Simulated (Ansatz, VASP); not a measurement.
One calculation of Pd, two programs

```
CELL_PARAMETERS angstrom
2.73550 0.00000 0.00000
-1.36775 2.36901 0.00000
0.00000 0.00000 8.99585
ATOMIC_POSITIONS crystal
Pd 0.00000 0.00000 0.00000
Pd 0.33333 0.66667 0.25000
Pd 0.00000 0.00000 0.50000
Pd 0.66667 0.33333 0.75000
```

Alike in both runs: functional PBEsol; k mesh 9 × 9 × 2; occupations gaussian, width 0.1 eV; no spin polarisation.

Ansatz relaxed the structure, and its values are those at the end. VASP's run is a single point on that final structure, the one shown.

|  | VASP | Ansatz |
| --- | --- | --- |
| version | VASP 6.6.1 | Ansatz 0.2.0 |
| potentials or method | VASP PAW PBE potentials, release 64 (Pd), cutoff 500 eV | scalar-relativistic, plane waves, PAW |
| valence electrons in the cell | 40 | 72 |

```csv
,VASP,Ansatz,Ansatz less VASP
gap on the k mesh at the Fermi level (eV),none,none,-
pressure (GPa),-0.2,0.1,+0.29
```

VASP's potentials were made for PBE, not for PBEsol. A gap of «none» marks a metal or a gap that the smearing closes. VASP's potentials hold 40 valence electrons a cell and Ansatz's 72, so a difference there can come from the potentials and not from the codes.
